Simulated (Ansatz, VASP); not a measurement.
## Two plane-wave programs on In2Sb2Cl

```
CELL_PARAMETERS angstrom
4.62939 0.00000 0.00000
-2.31469 4.00917 0.00000
0.00000 0.00000 22.01518
ATOMIC_POSITIONS crystal
Sb 0.00000 0.00000 0.18169
Sb 0.33333 0.66667 0.36093
In 0.33333 0.66667 0.22462
In 0.66667 0.33333 0.39587
Cl 0.11111 0.22222 0.54577
```

Alike in both runs: task single point; functional PBE; dispersion D3(BJ); k mesh 6 × 6 × 1; occupations gaussian, width 0.1 eV; no spin polarisation.

|  | VASP | Ansatz |
| --- | --- | --- |
| version | VASP 6.6.1 | Ansatz 0.2.0 |
| potentials or method | VASP PAW PBE potentials, release 64 (Sb, In_d, Cl), cutoff 520 eV | scalar-relativistic, plane waves, PAW |
| valence electrons in the cell | 43 | 63 |

```tsv
	VASP	Ansatz	Ansatz less VASP
gap on the k mesh at the Fermi level (eV)	none	none	-
rms of the force components (eV/Å)	0.299	0.299	+0.0001
```

A gap of «none» marks a metal or a gap that the smearing closes. VASP's potentials hold 43 valence electrons a cell and Ansatz's 63, so a difference there can come from the potentials and not from the codes.

Neither program's run includes spin-orbit coupling.
